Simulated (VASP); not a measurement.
# MgO (Fm-3m) in VASP: notebook

Runs on MgO. Level: PBEsol. Tasks: single point, relaxation of cell and atoms.

Program: VASP 6.6.1. These are calculated values, not measurements. Logs are shortened: lines on timing, memory, paths and dates and some standing lists are left out, and cuts for length are marked.

## (1) The cell of the first run

It takes space group Fm-3m (No. 225, cubic). Conventional cell: a = 4.214 Å, b = 4.214 Å, c = 4.214 Å, α = 90.00°, β = 90.00°, γ = 90.00°. Mg (site symmetry m-3m) has 6 O at 2.11 Å within 2.8 Å. Within 2.8 Å of O (site symmetry m-3m) lie 6 Mg at 2.11 Å.

## (2) Single point, PBEsol

Contents of INCAR:

```
SYSTEM = MgO
PREC     = Accurate       ! precision mode
ENCUT    = 520            ! plane-wave cutoff, eV
EDIFF    = 1E-6           ! SCF threshold, eV
ISMEAR   = 0              ! smearing method
SIGMA    = 0.02           ! smearing width, eV
LREAL    = .False.        ! projectors in reciprocal space
LASPH    = .True.         ! aspherical terms in the spheres
NELM     = 80             ! most SCF steps
ALGO     = Normal         ! electronic algorithm
ISIF     = 2              ! what is computed and relaxed
LWAVE    = .False.        ! write WAVECAR
LCHARG   = .False.        ! write CHGCAR
GGA      = PS             ! functional
NBANDS   = 11             ! bands
```

Contents of KPOINTS:

```
Automatic mesh
0
Gamma
  10 10 10
  0 0 0
```

Contents of POSCAR:

```
MgO
1.0
    0.0000000000      2.1070853429      2.1070853429
    2.1070853429      0.0000000000      2.1070853429
    2.1070853429      2.1070853429      0.0000000000
Mg O
1 1
Direct
    0.0000000000      0.0000000000      0.0000000000
    0.5000000000      0.5000000000      0.5000000000
```

Potentials or basis: VASP PAW PBE potentials, release 64 (Mg, O).

Started as:

```
cat potpaw_PBE.64/Mg/POTCAR potpaw_PBE.64/O/POTCAR > POTCAR
mpirun -np 1 vasp_std > vasp.out
```

OUTCAR:

```text
SYSTEM = MgO
   PREC = Accurate
   ENCUT = 520
   EDIFF = 1E-6
   ISMEAR = 0
   LREAL = .False.
   LASPH = .True.
   NELM = 80
   ISIF = 2
   GGA = PS

 ion  position               nearest neighbor table
   1  0.000  0.000  0.000-   2 2.11   2 2.11   2 2.11   2 2.11   2 2.11   2 2.11
   2  0.500  0.500  0.500-   1 2.11   1 2.11   1 2.11   1 2.11   1 2.11   1 2.11

  LATTYP: Found a face centered cubic cell.
 ALAT       =     4.2141706858

  Lattice vectors:

 A1 = (   0.0000000000,   2.1070853429,   2.1070853429)
 A2 = (   2.1070853429,   0.0000000000,   2.1070853429)
 A3 = (   2.1070853429,   2.1070853429,   0.0000000000)

Analysis of symmetry for initial positions (statically):
=====================================================================
 Subroutine PRICEL returns:
 Original cell was already a primitive cell.

 Routine SETGRP: Setting up the symmetry group for a
 face centered cubic supercell.

 Subroutine GETGRP returns: Found 48 space group operations
 (whereof 48 operations were pure point group operations)
 out of a pool of 48 trial point group operations.

The static configuration has the point symmetry O_h .

Analysis of symmetry for dynamics (positions and initial velocities):
=====================================================================
 Subroutine PRICEL returns:
 Original cell was already a primitive cell.

 Routine SETGRP: Setting up the symmetry group for a
 face centered cubic supercell.

 Subroutine GETGRP returns: Found 48 space group operations
 (whereof 48 operations were pure point group operations)
 out of a pool of 48 trial point group operations.

The dynamic configuration has the point symmetry O_h .

 Subroutine INISYM returns: Found 48 space group operations
 (whereof 48 operations are pure point group operations),
 and found     1 'primitive' translations

----------------------------------------------------------------------------------------

                                     Primitive cell

  volume of cell :      18.7101

  direct lattice vectors                    reciprocal lattice vectors
     0.000000000  2.107085343  2.107085343    -0.237294613  0.237294613  0.237294613
     2.107085343  0.000000000  2.107085343     0.237294613 -0.237294613  0.237294613
     2.107085343  2.107085343  0.000000000     0.237294613  0.237294613 -0.237294613

  length of vectors
     2.979868669  2.979868669  2.979868669     0.411006325  0.411006325  0.411006325

  position of ions in fractional coordinates (direct lattice)
     0.000000000  0.000000000  0.000000000
     0.500000000  0.500000000  0.500000000

  ion indices of the primitive-cell ions
   primitive index   ion index
                 1           1
                 2           2

----------------------------------------------------------------------------------------

 KPOINTS: Automatic mesh

Automatic generation of k-mesh.
 Grid dimensions read from file:
 generate k-points for:   10   10   10

 Generating k-lattice:

  Cartesian coordinates                     Fractional coordinates (reciprocal lattice)
    -0.023729461  0.023729461  0.023729461     0.100000000  0.000000000  0.000000000
     0.023729461 -0.023729461  0.023729461     0.000000000  0.100000000  0.000000000
     0.023729461  0.023729461 -0.023729461     0.000000000  0.000000000  0.100000000

  Length of vectors
     0.041100633  0.041100633  0.041100633

  Shift w.r.t. Gamma in fractional coordinates (k-lattice)
     0.000000000  0.000000000  0.000000000

 Subroutine IBZKPT returns following result:
 ===========================================

 Found     47 irreducible k-points:

 Following reciprocal coordinates:
            Coordinates               Weight
  0.000000  0.000000  0.000000      1.000000
  0.100000  0.000000  0.000000      8.000000
  0.200000  0.000000  0.000000      8.000000
  0.300000  0.000000  0.000000      8.000000
  0.400000  0.000000  0.000000      8.000000
  0.500000  0.000000  0.000000      4.000000
[... 16 lines left out ...]
  0.300000  0.300000  0.000000      6.000000
  0.400000  0.300000  0.000000     24.000000
 [... further k-points ...]
   k-points           NKPTS =     47   k-points in BZ     NKDIM =     47   number of bands    NBANDS=     11
   number of dos      NEDOS =    301   number of ions     NIONS =      2
   total plane-waves  NPLWV =  13824
   dimension x,y,z NGX =    24 NGY =   24 NGZ =   24
   dimension x,y,z NGXF=    48 NGYF=   48 NGZF=   48
   ions per type =               1   1
   NGX,Y,Z   is equivalent  to a cutoff of  13.39, 13.39, 13.39 a.u.
   NGXF,Y,Z  is equivalent  to a cutoff of  26.78, 26.78, 26.78 a.u.
 SYSTEM =  MgO
   PREC   = accura    normal or accurate (medium, high low for compatibility)
   ISTART =      0    job   : 0-new  1-cont  2-samecut
   ICHARG =      2    charge: 1-file 2-atom 10-const
   ISPIN  =      1    spin polarized calculation?
   LNONCOLLINEAR =      F non collinear calculations
   LSORBIT =      F    spin-orbit coupling
   LASPH  =      T    aspherical Exc in radial PAW
   ENCUT  =  520.0 eV  38.22 Ry    6.18 a.u.   5.54  5.54  5.54*2*pi/ulx,y,z
   NELM   =     80;   NELMIN=  2; NELMDL= -5     # of ELM steps
   EDIFF  = 0.1E-05   stopping-criterion for ELM
   LREAL  =      F    real-space projection
   EDIFFG = 0.1E-04   stopping-criterion for IOM
   NSW    =      0    number of steps for IOM
   IBRION =     -1    ionic relax: 0-MD 1-quasi-New 2-CG
   NFREE  =      0    steps in history (QN), initial steepest desc. (CG)
   ISIF   =      2    stress and relaxation
   ISYM   =      2    0-nonsym 1-usesym 2-fastsym
   POTIM  = 0.5000    time-step for ionic-motion
   TEBEG  =    0.0;   TEEND  =   0.0 temperature during run
   PSTRESS=    0.0 pullay stress
   NELECT =       8.0000    total number of electrons
   NUPDOWN=      -1.0000    fix difference up-down
   EMIN   =  10.00;   EMAX   =-10.00  energy-range for DOS
   EFERMI =   0.00;   METHOD = LEGACY
   ISMEAR =     0;   SIGMA  =   0.02  broadening in eV -4-tet -1-fermi 0-gaus
   EFERMI_NEDOS =   21; number of points for ismear=-14 and -15
   IALGO  =     38    algorithm
   IMIX   =      4    mixing-type and parameters
     AMIX     =   0.40;   BMIX     =  1.00
     AMIX_MAG =   1.60;   BMIX_MAG =  1.00
  volume/ion in A,a.u.               =       9.36        63.13
  Fermi-wavevector in a.u.,A,eV,Ry     =   1.233330  2.330656 20.695868  1.521103
  Thomas-Fermi vector in A             =   2.368065
   LORBIT       =      0    0 simple, 1 ext, 2 COOP (PROOUT), +10 PAW based schemes
   GGA     = PS    functional components
   LHFCALC =     F    Hartree Fock is set to
   AEXX    =    0.0000 exact exchange contribution
   IVDW    =     0    specifies the selected vdW correction
   LEPSILON=     F    determine dielectric tensor
   LRPA    =     F    only Hartree local field effects (RPA)
 non-spin polarized calculation
 Gauss-broadening in eV      SIGMA  =   0.02
  energy-cutoff  :      520.00
  volume of cell :       18.71
 maximum number of plane-waves:       531
 NGX is ok and might be reduce to    24
   NGX = 11   NGY = 11   NGZ = 11

 number of electron       8.0000005 magnetization

 Free energy of the ion-electron system (eV)
  ---------------------------------------------------
  ext. energy  EPLUGINS =         0.00000000
  ---------------------------------------------------
  free energy    TOTEN  =       -12.51247078 eV

  energy without entropy =      -12.51247078  energy(sigma->0) =      -12.51247078

 E-fermi :   3.1481     XC(G=0): -11.3031

 val. band max:        3.0560700592   @ k =   0.0000   0.0000   0.0000
 cond. band min:       7.6758398602   @ k =   0.0000   0.0000   0.0000
 fundamental gap:      4.6197698010
 Fermi energy:         3.1480626682

 k-point     1 :       0.0000    0.0000    0.0000
  band No.  band energies     occupation
      1     -14.1420      2.00000
      2       3.0561      2.00000
      3       3.0561      2.00000
      4       3.0561      2.00000
      5       7.6758      0.00000
      6      18.6796      0.00000
      7      18.6796      0.00000
      8      18.6796      0.00000
      9      22.5182      0.00000
     10      24.4001      0.00000
     11      24.4001      0.00000

 k-point     2 :       0.1000    0.0000    0.0000
  band No.  band energies     occupation
      1     -14.0345      2.00000
      2       2.3927      2.00000
      3       2.9876      2.00000
      4       2.9876      2.00000
      5       8.3104      0.00000
      6      17.4185      0.00000
      7      18.9205      0.00000
      8      18.9205      0.00000
      9      23.6734      0.00000
     10      23.6734      0.00000
     11      24.1955      0.00000

 k-point     3 :       0.2000    0.0000    0.0000
  band No.  band energies     occupation
      1     -13.7386      2.00000
      2       1.0561      2.00000
      3       2.8141      2.00000
      4       2.8141      2.00000
      5       9.5036      0.00000
      6      15.9118      0.00000
      7      19.4097      0.00000
      8      19.4097      0.00000
      9      22.9779      0.00000
     10      22.9779      0.00000
     11      25.1533      0.00000

 k-point     4 :       0.3000    0.0000    0.0000
  band No.  band energies     occupation
      1     -13.3385      2.00000
      2      -0.2791      2.00000
      3       2.6103      2.00000
      4       2.6103      2.00000
      5      10.4180      0.00000
      6      15.2495      0.00000
      7      19.5370      0.00000
      8      19.5370      0.00000
      9      23.4100      0.00000
     10      23.4100      0.00000
     11      24.5560      0.00000
[... 239 lines left out ...]
 k-point    22 :      -0.2000    0.2000    0.0000
  band No.  band energies     occupation
      1     -13.2195      2.00000
      2      -0.0793      2.00000
      3       1.6981      2.00000
      4       2.6069      2.00000
      5      11.3897      0.00000
      6      14.7852      0.00000
      7      18.0334      0.00000
      8      20.7075      0.00000
      9      21.3554      0.00000
     10      24.2489      0.00000
     11      27.7251      0.00000

 k-point    23 :       0.3000    0.3000    0.0000
  band No.  band energies     occupation
      1     -13.1322      2.00000
      2      -0.1364      2.00000
      3       2.1071      2.00000
      4       2.1071      2.00000
      5      11.8075      0.00000
      6      13.2893      0.00000
      7      17.3471      0.00000
      8      20.8351      0.00000
      9      20.8351      0.00000
     10      27.0625      0.00000
     11      30.3174      0.00000

 k-point    24 :       0.4000    0.3000    0.0000
  band No.  band energies     occupation
      1     -12.8791      2.00000
      2      -0.5663      2.00000
      3       1.7351      2.00000
      4       1.9584      2.00000
      5      12.5084      0.00000
      6      13.0562      0.00000
      7      16.5196      0.00000
      8      21.0814      0.00000
      9      21.2856      0.00000
     10      27.8002      0.00000
     11      29.9190      0.00000

 [... further k-points ...]
[... 5 lines left out ...]
  --------------------------------------------------------------------------------------
  -------------------------------------------------------------------------------------
  Total       -0.0606235     -0.0606235     -0.0606235     -0.0000000      0.0000000      0.0000000
  in kB       -5.1912914     -5.1912914     -5.1912914     -0.0000000      0.0000000      0.0000000
  external PRESSURE =      -5.1912914 kB  Pullay stress =       0.0000000 kB

 VOLUME and BASIS-vectors are now :
 -----------------------------------------------------------------------------
  energy-cutoff  :      520.00
  volume of cell :       18.71
      direct lattice vectors                 reciprocal lattice vectors
     0.000000000  2.107085343  2.107085343    -0.237294613  0.237294613  0.237294613
     2.107085343  0.000000000  2.107085343     0.237294613 -0.237294613  0.237294613
     2.107085343  2.107085343  0.000000000     0.237294613  0.237294613 -0.237294613

 POSITION                                       TOTAL-FORCE (eV/Angst)
 -----------------------------------------------------------------------------------
      0.00000      0.00000      0.00000        -0.000000      0.000000     -0.000000
      2.10709      2.10709      2.10709         0.000000      0.000000      0.000000
 -----------------------------------------------------------------------------------
    total drift:                               -0.000000     -0.000000      0.000000

  FREE ENERGIE OF THE ION-ELECTRON SYSTEM (eV)
  ---------------------------------------------------
  free  energy   TOTEN  =       -12.5124707772 eV

  energy  without entropy=      -12.5124707772  energy(sigma->0) =      -12.51247078
```

It took 5.8 s on 1 thread of AMD EPYC 9R45 (Zen 5), shared host; peak memory 0.11 GiB.

Results:

```yaml
Free_energy: -12.5125 eV
Pressure: -0.5 GPa
Band_gap_on_the_k_mesh: 4.62 eV, direct
```

Caveat: the PAW data sets were made with another functional, which shifts forces and pressure a little. Expect the measured gap to be larger: semilocal functionals such as PBEsol lack the derivative discontinuity.

## (3) Relaxation of cell and atoms, PBEsol, target pressure 22 GPa, at which the enthalpy is minimised

This run uses another cell than the first one, of 8.80 Å³/atom, 0.940 times its volume.

Contents of INCAR:

```
PREC = Accurate ; ENCUT = 600
EDIFF = 1E-6 ; ISMEAR = 0
SIGMA = 0.01 ; LREAL = False
LASPH = True ; NELM = 100
ALGO = Normal ; ISIF = 3
LWAVE = False ; LCHARG = False
GGA = PS ; IBRION = 2
NSW = 80 ; EDIFFG = -0.001
PSTRESS = 220.0
```

Contents of KPOINTS:

```
regular mesh
0
Gamma
  10 10 10
```

Contents of POSCAR:

```
MgO
1.0
    0.0000000000      2.0643051271      2.0643051271
    2.0643051271      0.0000000000      2.0643051271
    2.0643051271      2.0643051271      0.0000000000
Mg O
1 1
Direct
    0.0000000000      0.0000000000      0.0000000000
    0.5000000000      0.5000000000      0.5000000000
```

Potentials or basis: VASP PAW PBE potentials, release 64 (Mg, O).

Started as:

```
cat potpaw_PBE.64/Mg/POTCAR potpaw_PBE.64/O/POTCAR > POTCAR
mpirun -np 1 vasp_std > vasp.out
```

It took 14 s on 1 thread of AMD EPYC 9R45 (Zen 5), shared host; peak memory 0.12 GiB.

Results (log left out):

```yaml
Free_energy: -12.3927 eV
Relaxed_volume: 8.35 Å³/atom
Relaxed_cell: a = 2.869 Å, b = 2.869 Å, c = 2.869 Å, α = 60.00°, β = 60.00°, γ = 60.00°
Space_group_after_relaxing_to_0.05_Å: Fm-3m (No. 225)
Energy_change_on_relaxing_the_enthalpy_is_what_falls: +44.2 meV/atom
Ionic_steps: 6
Pressure_after_relaxing: 22.0 GPa
Band_gap_on_the_k_mesh: 5.80 eV, direct
```

Step by step:
```tsv
step	energy change (eV)	largest force (eV/Å)	pressure (GPa)	volume (Å³)
1	0.0000	0.0000	10.37	17.59
2	0.2064	0.0000	33.35	16.02
3	0.0878	0.0000	21.94	16.71
4	0.0902	0.0000	22.21	16.69
5	0.0869	0.0000	21.83	16.72
6	0.0884	0.0000	22.01	16.71
```

Final structure:
```
CELL_PARAMETERS angstrom
0.00000 2.02897 2.02897
2.02897 0.00000 2.02897
2.02897 2.02897 0.00000
ATOMIC_POSITIONS crystal
Mg 0.00000 0.00000 0.00000
O 0.50000 0.50000 0.50000
```

Levels at points of the mesh, in eV from the valence-band top:
```tsv
k point	band 1	band 2	band 3	band 4	band 5	band 6	band 7	band 8
(0.00, 0.00, 0.00)	-17.83	0.00	0.00	0.00	5.80	16.25	16.25	16.25
(0.50, 0.00, 0.00)	-16.20	-5.20	-0.80	-0.80	8.47	13.79	17.35	17.35
(0.50, 0.50, 0.00)	-15.90	-4.63	-1.53	-1.53	9.02	11.14	14.20	20.60
```

Caveat: the cell is relaxed towards a set pressure, so the enthalpy falls and the energy may rise; the PAW data sets were made with another functional, which shifts forces and pressure a little.

[end of part 1 of 2]
